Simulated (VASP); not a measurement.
# NiO (F-43m) in VASP: notebook

The runs below take NiO through single point, with PBE, PBEsol.

All numbers are computed with VASP 6.6.1; they aren't measurements. Logs are shortened: lines on timing, memory, paths and dates and some standing lists are left out, and cuts for length are marked.

### Step 1. The cell of the first run

The structure is cubic, space group F-43m (No. 216). The conventional cell has a = 4.482 Å, b = 4.482 Å, c = 4.482 Å, α = 90.00°, β = 90.00°, γ = 90.00°. Ni (site symmetry -43m) has 4 O at 1.94 Å within 2.6 Å. Within 2.6 Å of O (site symmetry -43m) lie 4 Ni at 1.94 Å.

### Step 2. Single point, PBE, collinear spin, ferromagnetic start

Contents of INCAR:

```
PREC     = Accurate       # precision mode
ENCUT    = 520            # plane-wave cutoff, eV
EDIFF    = 1E-6           # SCF threshold, eV
ISMEAR   = 0              # smearing method
SIGMA    = 0.05           # smearing width, eV
LREAL    = False          # projectors in reciprocal space
LASPH    = True           # aspherical terms in the spheres
NELM     = 150            # most SCF steps
ALGO     = Normal         # electronic algorithm
ISIF     = 2              # what is computed and relaxed
LWAVE    = False          # write WAVECAR
LCHARG   = True           # write CHGCAR
ISPIN    = 2              # spin polarisation
MAGMOM   = 1.62 0         # initial moments
LORBIT   = 11             # projections on sites
LMAXMIX  = 4              # l up to which the mixer works
GGA      = PE             # functional
LELF     = True           # ELF
LVHAR    = True         
NBANDS   = 19             # bands
```

Contents of KPOINTS:

```
regular mesh
0
Gamma
  12 12 12
```

Contents of POSCAR:

```
NiO
1.0
    0.0000000000      2.2409531277      2.2409531277
    2.2409531277      0.0000000000      2.2409531277
    2.2409531277      2.2409531277      0.0000000000
Ni O
1 1
Direct
    0.0000000000      0.0000000000      0.0000000000
    0.2500000000      0.2500000000      0.2500000000
```

Potentials or basis: VASP PAW PBE potentials, release 64 (Ni, O).

The run is started by

```bash
$ cat potpaw_PBE.64/Ni/POTCAR potpaw_PBE.64/O/POTCAR > POTCAR
$ mpirun -np 1 vasp_std > vasp.out
```

OUTCAR:

```text
PREC = Accurate
   ENCUT = 520
   EDIFF = 1E-6
   ISMEAR = 0
   LREAL = False
   LASPH = True
   NELM = 150
   ISIF = 2
   ISPIN = 2
   LORBIT = 11
   GGA = PE

 ion  position               nearest neighbor table
   1  0.000  0.000  0.000-   2 1.94   2 1.94   2 1.94   2 1.94
   2  0.250  0.250  0.250-   1 1.94   1 1.94   1 1.94   1 1.94

  LATTYP: Found a face centered cubic cell.
 ALAT       =     4.4819062554

  Lattice vectors:

 A1 = (   0.0000000000,   2.2409531277,   2.2409531277)
 A2 = (   2.2409531277,   0.0000000000,   2.2409531277)
 A3 = (   2.2409531277,   2.2409531277,   0.0000000000)

Analysis of symmetry for initial positions (statically):
=====================================================================
 Subroutine PRICEL returns:
 Original cell was already a primitive cell.

 Routine SETGRP: Setting up the symmetry group for a
 face centered cubic supercell.

 Subroutine GETGRP returns: Found 24 space group operations
 (whereof 24 operations were pure point group operations)
 out of a pool of 48 trial point group operations.

The static configuration has the point symmetry T_d .

Analysis of symmetry for dynamics (positions and initial velocities):
=====================================================================
 Subroutine PRICEL returns:
 Original cell was already a primitive cell.

 Routine SETGRP: Setting up the symmetry group for a
 face centered cubic supercell.

 Subroutine GETGRP returns: Found 24 space group operations
 (whereof 24 operations were pure point group operations)
 out of a pool of 48 trial point group operations.

The dynamic configuration has the point symmetry T_d .

Analysis of structural, dynamic, and magnetic symmetry:
=====================================================================
 Subroutine PRICEL returns:
 Original cell was already a primitive cell.

 Routine SETGRP: Setting up the symmetry group for a
 face centered cubic supercell.

 Subroutine GETGRP returns: Found 24 space group operations
 (whereof 24 operations were pure point group operations)
 out of a pool of 48 trial point group operations.

The overall configuration has the point symmetry T_d .

 Subroutine INISYM returns: Found 24 space group operations
 (whereof 24 operations are pure point group operations),
 and found     1 'primitive' translations

----------------------------------------------------------------------------------------

                                     Primitive cell

  volume of cell :      22.5076

  direct lattice vectors                    reciprocal lattice vectors
     0.000000000  2.240953128  2.240953128    -0.223119348  0.223119348  0.223119348
     2.240953128  0.000000000  2.240953128     0.223119348 -0.223119348  0.223119348
     2.240953128  2.240953128  0.000000000     0.223119348  0.223119348 -0.223119348

  length of vectors
     3.169186306  3.169186306  3.169186306     0.386454046  0.386454046  0.386454046

  position of ions in fractional coordinates (direct lattice)
     0.000000000  0.000000000  0.000000000
     0.250000000  0.250000000  0.250000000

  ion indices of the primitive-cell ions
   primitive index   ion index
                 1           1
                 2           2

----------------------------------------------------------------------------------------

 KPOINTS: regular mesh

Automatic generation of k-mesh.
 Grid dimensions read from file:
 generate k-points for:   12   12   12

 Generating k-lattice:

  Cartesian coordinates                     Fractional coordinates (reciprocal lattice)
    -0.018593279  0.018593279  0.018593279     0.083333333  0.000000000  0.000000000
     0.018593279 -0.018593279  0.018593279     0.000000000  0.083333333  0.000000000
     0.018593279  0.018593279 -0.018593279     0.000000000  0.000000000  0.083333333

  Length of vectors
     0.032204504  0.032204504  0.032204504

  Shift w.r.t. Gamma in fractional coordinates (k-lattice)
     0.000000000  0.000000000  0.000000000

 Subroutine IBZKPT returns following result:
 ===========================================

 Found     72 irreducible k-points:

 Following reciprocal coordinates:
            Coordinates               Weight
  0.000000  0.000000  0.000000      1.000000
  0.083333  0.000000  0.000000      8.000000
  0.166667  0.000000  0.000000      8.000000
  0.250000  0.000000  0.000000      8.000000
  0.333333  0.000000  0.000000      8.000000
  0.416667  0.000000  0.000000      8.000000
[... 16 lines left out ...]
  0.500000  0.166667  0.000000     24.000000
 -0.416667  0.166667  0.000000     24.000000
 [... further k-points ...]
   k-points           NKPTS =     72   k-points in BZ     NKDIM =     72   number of bands    NBANDS=     19
   number of dos      NEDOS =    301   number of ions     NIONS =      2
   total plane-waves  NPLWV =  13824
   dimension x,y,z NGX =    24 NGY =   24 NGZ =   24
   dimension x,y,z NGXF=    48 NGYF=   48 NGZF=   48
   ions per type =               1   1
   NGX,Y,Z   is equivalent  to a cutoff of  12.59, 12.59, 12.59 a.u.
   NGXF,Y,Z  is equivalent  to a cutoff of  25.18, 25.18, 25.18 a.u.
 SYSTEM =  unknown system
   PREC   = accura    normal or accurate (medium, high low for compatibility)
   ISTART =      0    job   : 0-new  1-cont  2-samecut
   ICHARG =      2    charge: 1-file 2-atom 10-const
   ISPIN  =      2    spin polarized calculation?
   LNONCOLLINEAR =      F non collinear calculations
   LSORBIT =      F    spin-orbit coupling
   LASPH  =      T    aspherical Exc in radial PAW
   ENCUT  =  520.0 eV  38.22 Ry    6.18 a.u.   5.89  5.89  5.89*2*pi/ulx,y,z
   NELM   =    150;   NELMIN=  2; NELMDL= -5     # of ELM steps
   EDIFF  = 0.1E-05   stopping-criterion for ELM
   LREAL  =      F    real-space projection
   EDIFFG = 0.1E-04   stopping-criterion for IOM
   NSW    =      0    number of steps for IOM
   IBRION =     -1    ionic relax: 0-MD 1-quasi-New 2-CG
   NFREE  =      0    steps in history (QN), initial steepest desc. (CG)
   ISIF   =      2    stress and relaxation
   ISYM   =      2    0-nonsym 1-usesym 2-fastsym
   POTIM  = 0.5000    time-step for ionic-motion
   TEBEG  =    0.0;   TEEND  =   0.0 temperature during run
   PSTRESS=    0.0 pullay stress
   NELECT =      16.0000    total number of electrons
   NUPDOWN=      -1.0000    fix difference up-down
   EMIN   =  10.00;   EMAX   =-10.00  energy-range for DOS
   EFERMI =   0.00;   METHOD = LEGACY
   ISMEAR =     0;   SIGMA  =   0.05  broadening in eV -4-tet -1-fermi 0-gaus
   EFERMI_NEDOS =   21; number of points for ismear=-14 and -15
   IALGO  =     38    algorithm
   IMIX   =      4    mixing-type and parameters
     AMIX     =   0.40;   BMIX     =  1.00
     AMIX_MAG =   1.60;   BMIX_MAG =  1.00
  volume/ion in A,a.u.               =      11.25        75.94
  Fermi-wavevector in a.u.,A,eV,Ry     =   1.461073  2.761028 29.044842  2.134736
  Thomas-Fermi vector in A             =   2.577448
   LORBIT       =     11    0 simple, 1 ext, 2 COOP (PROOUT), +10 PAW based schemes
   GGA     = PE    functional components
   LHFCALC =     F    Hartree Fock is set to
   AEXX    =    0.0000 exact exchange contribution
   IVDW    =     0    specifies the selected vdW correction
   LEPSILON=     F    determine dielectric tensor
   LRPA    =     F    only Hartree local field effects (RPA)
 spin polarized calculation
 Gauss-broadening in eV      SIGMA  =   0.05
  energy-cutoff  :      520.00
  volume of cell :       22.51
 maximum number of plane-waves:       620
   NGX = 11   NGY = 11   NGZ = 11

 number of electron      16.0000007 magnetization       1.9088001

 Free energy of the ion-electron system (eV)
  ---------------------------------------------------
  ext. energy  EPLUGINS =         0.00000000
  ---------------------------------------------------
  free energy    TOTEN  =       -11.59608823 eV

  energy without entropy =      -11.59347043  energy(sigma->0) =      -11.59477933

 E-fermi :   5.5737     XC(G=0): -11.2326

 val. band max:        5.5693962039   @ k =   0.5000   0.4167   0.0833
 cond. band min:       5.5742876121   @ k =  -0.3333   0.2500   0.0000
 fundamental gap:      0.0048914082
 Fermi energy:         5.5737378422

 spin component 1

 k-point     1 :       0.0000    0.0000    0.0000
  band No.  band energies     occupation
      1     -14.3680      1.00000
      2      -0.3980      1.00000
      3      -0.3980      1.00000
      4      -0.3980      1.00000
      5       3.1665      1.00000
      6       3.1665      1.00000
[... 11 lines left out ...]
     18      28.6252      0.00000
     19      28.6252      0.00000
[... 485 lines left out ...]
 k-point    24 :      -0.4167    0.1667    0.0000
  band No.  band energies     occupation
      1     -13.6574      1.00000
      2      -1.0462      1.00000
      3      -0.2251      1.00000
      4       0.0442      1.00000
      5       2.8558      1.00000
      6       3.1375      1.00000
[... 11 lines left out ...]
     18      32.5483      0.00000
     19      33.0660      0.00000

 [... further k-points ...]

 spin component 2

 k-point     1 :       0.0000    0.0000    0.0000
  band No.  band energies     occupation
      1     -13.7690      1.00000
      2       0.6021      1.00000
      3       0.6021      1.00000
      4       0.6021      1.00000
      5       4.2266      1.00000
      6       4.2266      1.00000
[... 11 lines left out ...]
     18      28.8718      0.00000
     19      28.8719      0.00000
[... 485 lines left out ...]
 k-point    24 :      -0.4167    0.1667    0.0000
  band No.  band energies     occupation
      1     -13.0051      1.00000
      2      -0.5729      1.00000
      3       0.5642      1.00000
      4       0.9215      1.00000
      5       4.3566      1.00000
      6       4.3664      1.00000
[... 11 lines left out ...]
     18      32.8183      0.00000
     19      33.3996      0.00000

 [... further k-points ...]

------------------------ aborting loop because EDIFF is reached ----------------------------------------

  FORCE on cell =-STRESS in cart. coord.  units (eV):
  Direction    XX          YY          ZZ          XY          YZ          ZX
  --------------------------------------------------------------------------------------
  -------------------------------------------------------------------------------------
  Total        0.0274308      0.0274308      0.0274308      0.0000000      0.0000000      0.0000000
  in kB        1.9526345      1.9526345      1.9526345      0.0000000      0.0000000      0.0000000
  external PRESSURE =       1.9526345 kB  Pullay stress =       0.0000000 kB

 VOLUME and BASIS-vectors are now :
 -----------------------------------------------------------------------------
  energy-cutoff  :      520.00
  volume of cell :       22.51
      direct lattice vectors                 reciprocal lattice vectors
     0.000000000  2.240953128  2.240953128    -0.223119348  0.223119348  0.223119348
     2.240953128  0.000000000  2.240953128     0.223119348 -0.223119348  0.223119348
     2.240953128  2.240953128  0.000000000     0.223119348  0.223119348 -0.223119348

 POSITION                                       TOTAL-FORCE (eV/Angst)
 -----------------------------------------------------------------------------------
      0.00000      0.00000      0.00000         0.000000      0.000000      0.000000
      1.12048      1.12048      1.12048        -0.000000     -0.000000     -0.000000
 -----------------------------------------------------------------------------------
    total drift:                                0.000001      0.000001      0.000001

  FREE ENERGIE OF THE ION-ELECTRON SYSTEM (eV)
  ---------------------------------------------------
  free  energy   TOTEN  =       -11.5960882315 eV

  energy  without entropy=      -11.5934704335  energy(sigma->0) =      -11.59477933

 total charge

# of ion       s       p       d       tot
------------------------------------------
    1        0.380   0.478   8.242   9.100
    2        1.556   3.417   0.000   4.973
--------------------------------------------------
tot          1.936   3.895   8.242  14.072

 magnetization (x)

# of ion       s       p       d       tot
------------------------------------------
    1        0.003   0.039   1.450   1.493
    2        0.016   0.343   0.000   0.359
--------------------------------------------------
tot          0.020   0.382   1.450   1.852
```

Wall time 59 s (1 thread of AMD EPYC 7R43 (Zen 3), shared host); peak memory 0.14 GiB.

Results:

| Quantity | Value |
| --- | --- |
| Free energy | -11.5961 eV |
| Pressure | 0.2 GPa |
| Net moment | 1.91 μB per cell |
| Site moments | Ni +1.49; O +0.36 μB |
| Valence electrons inside the program's atomic spheres | Ni 9.10; O 4.97 |

Caveat: a cell with one magnetic atom can't hold antiferromagnetic order, which such compounds often take; semilocal functionals often make such compounds metallic where correlation or magnetic order opens a gap, which also shifts bond lengths.

### Step 3. Single point, PBE, collinear spin, ferromagnetic start

Contents of INCAR:

```
SYSTEM = NiO
PREC = Accurate
ENCUT = 520
EDIFF = 1E-6
ISMEAR = 0
SIGMA = 0.05
LREAL = .FALSE.
LASPH = .TRUE.
NELM = 150
ALGO = Normal
ISIF = 2
LWAVE = .FALSE.
LCHARG = .FALSE.
ISPIN = 2
MAGMOM = 2 0
LORBIT = 11
LMAXMIX = 4
GGA = PE
NBANDS = 19
```

Contents of KPOINTS:

```
Automatic mesh
0
G
  12 12 12
  0 0 0
```

POSCAR is that of step 2.

Potentials or basis: VASP PAW PBE potentials, release 64 (Ni, O).

The run is started by

```bash
$ cat potpaw_PBE.64/Ni/POTCAR potpaw_PBE.64/O/POTCAR > POTCAR
$ mpirun -np 1 vasp_std > vasp.out
```

Wall time 56 s (1 thread of AMD EPYC 7R43 (Zen 3), shared host); peak memory 0.14 GiB.

It converged, with:

- Free energy: -11.5961 eV
- Pressure: 0.2 GPa
- Net moment: 1.91 μB per cell
- Site moments: Ni +1.49; O +0.36 μB
- Valence electrons inside the program's atomic spheres: Ni 9.10; O 4.97

Levels at points of the mesh, in eV from the Fermi level:
Spin up:
| k point | band 6 | band 7 | band 8 | band 9 | band 10 | band 11 | band 12 | band 13 |
| --- | --- | --- | --- | --- | --- | --- | --- | --- |
| (0.00, 0.00, 0.00) | -2.41 | 0.18 | 0.18 | 0.18 | 0.46 | 14.29 | 14.29 | 14.29 |
| (0.50, 0.00, 0.00) | -2.34 | -2.34 | -0.64 | -0.64 | 5.88 | 7.32 | 13.80 | 13.80 |
| (0.50, 0.50, 0.00) | -2.13 | -1.84 | -1.84 | -1.74 | 5.40 | 9.98 | 11.19 | 14.56 |
Spin down:
```csv
k point,band 4,band 5,band 6,band 7,band 8,band 9,band 10,band 11
"(0.00, 0.00, 0.00)",-4.97,-1.35,-1.35,0.76,1.77,1.77,1.77,14.55
"(0.50, 0.00, 0.00)",-4.73,-1.14,-1.14,-0.73,0.87,0.87,6.19,7.83
"(0.50, 0.50, 0.00)",-4.38,-1.51,-1.04,-0.73,-0.09,-0.09,5.88,10.61
```

Caveat: a cell with one magnetic atom can't hold antiferromagnetic order, which such compounds often take; semilocal functionals often make such compounds metallic where correlation or magnetic order opens a gap, which also shifts bond lengths.

### Step 4. Single point, PBE, collinear spin, ferromagnetic start

Contents of INCAR:

```
PREC = Accurate
ENCUT = 520
EDIFF = 1E-6
ISMEAR = 0
SIGMA = 0.05
LREAL = False
LASPH = True
NELM = 150
ALGO = Normal
ISIF = 2
LWAVE = False
LCHARG = False
ISPIN = 2
MAGMOM = 2 0
LORBIT = 11
LMAXMIX = 4
GGA = PE
NBANDS = 19
```

Contents of KPOINTS:

```
regular mesh
0
Gamma
  12 12 12
```

POSCAR is that of step 3.

The run is started by

```bash
$ cat potpaw_PBE.64/Ni/POTCAR potpaw_PBE.64/O/POTCAR > POTCAR
$ mpirun -np 1 vasp_std > vasp.out
```

Wall time 65 s (1 thread of AMD EPYC 7R43 (Zen 3), shared host); peak memory 0.14 GiB.

Results (log left out):

```yaml
Free_energy: -11.5961 eV
Pressure: 0.2 GPa
Net_moment: 1.91 μB per cell
Site_moments: Ni +1.49; O +0.36 μB
Valence_electrons_inside_the_program's_atomic_spheres: Ni 9.10; O 4.97
```

Levels at points of the mesh, in eV from the Fermi level:
Spin up:
```tsv
k point	band 7	band 8	band 9	band 10	band 11	band 12
(0.00, 0.00, 0.00)	0.18	0.18	0.18	0.46	14.29	14.29
(0.50, 0.00, 0.00)	-2.34	-0.64	-0.64	5.88	7.32	13.80
(0.50, 0.50, 0.00)	-1.84	-1.84	-1.74	5.40	9.98	11.19
```
Spin down:
| k point | band 4 | band 5 | band 6 | band 7 | band 8 | band 9 | band 10 | band 11 |
| --- | --- | --- | --- | --- | --- | --- | --- | --- |
| (0.00, 0.00, 0.00) | -4.97 | -1.35 | -1.35 | 0.76 | 1.77 | 1.77 | 1.77 | 14.55 |
| (0.50, 0.00, 0.00) | -4.73 | -1.14 | -1.14 | -0.73 | 0.87 | 0.87 | 6.19 | 7.83 |
| (0.50, 0.50, 0.00) | -4.38 | -1.51 | -1.04 | -0.73 | -0.09 | -0.09 | 5.88 | 10.61 |

Caveat: a cell with one magnetic atom can't hold antiferromagnetic order, which such compounds often take; semilocal functionals often make such compounds metallic where correlation or magnetic order opens a gap, which also shifts bond lengths. With open d or f shells a metallic result of PBE can be an artefact of self-interaction; +U or a hybrid may open a gap.

(Part 1 of 2 ends here.)
